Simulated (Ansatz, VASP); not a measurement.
# Two plane-wave programs on Ce

Contents of POSCAR:

```
Ce
1.0
    0.0000000000      2.3390384114      2.3390384114
    2.3390384114      0.0000000000      2.3390384114
    2.3390384114      2.3390384114      0.0000000000
Ce
1
Direct
    0.0000000000      0.0000000000      0.0000000000
```

INCAR.step1

```
SYSTEM = Ce
PREC = Accurate
ENCUT = 520
ISMEAR = 1
SIGMA = 1.0
LREAL = .FALSE.
LASPH = .TRUE.
NELM = 80
NBANDS = 12
GGA = PE
ALGO = Normal
EDIFF = 1E-4
LWAVE = .TRUE.
LCHARG = .FALSE.
```

File INCAR.step2:

```
SYSTEM = Ce
PREC = Accurate
ENCUT = 520
EDIFF = 1E-6
ISMEAR = 1
SIGMA = 1.0
LREAL = .FALSE.
LASPH = .TRUE.
NELM = 80
ALGO = Normal
ISIF = 2
LWAVE = .FALSE.
LCHARG = .TRUE.
METAGGA = R2SCAN
LMIXTAU = .TRUE.
LELF = .TRUE.
LVHAR = .TRUE.
NBANDS = 12
ISTART = 1
```

The input KPOINTS:

```
Automatic mesh
0
G
  12 12 12
  0 0 0
```

Input for Ansatz:

```yaml
crystal:
  lattice:
    - [0.0, 2.3390384114, 2.3390384114]
    - [2.3390384114, 0.0, 2.3390384114]
    - [2.3390384114, 2.3390384114, 0.0]
  atoms:
    - { symbol: Ce, position: [0.0, 0.0, 0.0] }
hamiltonian:
  xc: r2scan
  pseudopotentials:
    kind: paw
    azcp:
      Ce: "pseudopotentials/Ce.paw.azcp"
basis:
  ecutwfc: 500
  fft_grid_basis: typed
kpoints:
  mp_grid: { grid: [12, 12, 12], shift: [0, 0, 0] }
magnetization:
  spin_polarized: false
scf:
  occupations: { method: methfessel_paxton, width: 1.0 }
  lower_state_search: "off"
output:
  stress: true
  write_density: true
  write_potential: true
  elf: true
  volumetric_format: npy
```

Alike in both runs: task single point; functional r2SCAN; k mesh 12 × 12 × 12; occupations methfessel-paxton of order 1, width 1 eV; no spin polarisation.

|  | VASP | Ansatz |
| --- | --- | --- |
| version | VASP 6.6.1 | Ansatz 0.2.0 |
| potentials or method | VASP PAW PBE potentials, release 64 (Ce), cutoff 520 eV | plane waves (500 eV) with PAW, scalar-relativistic |
| valence electrons in the cell | 12 | 12 |

|  | VASP | Ansatz | Ansatz less VASP |
| --- | --- | --- | --- |
| pressure (GPa) | -0.4 | -0.6 | -0.25 |

VASP's potentials were made for PBE, not for r2SCAN. With one functional, cell and mesh, what is left measures potentials, basis and numerics.

Spin-orbit coupling is off throughout.
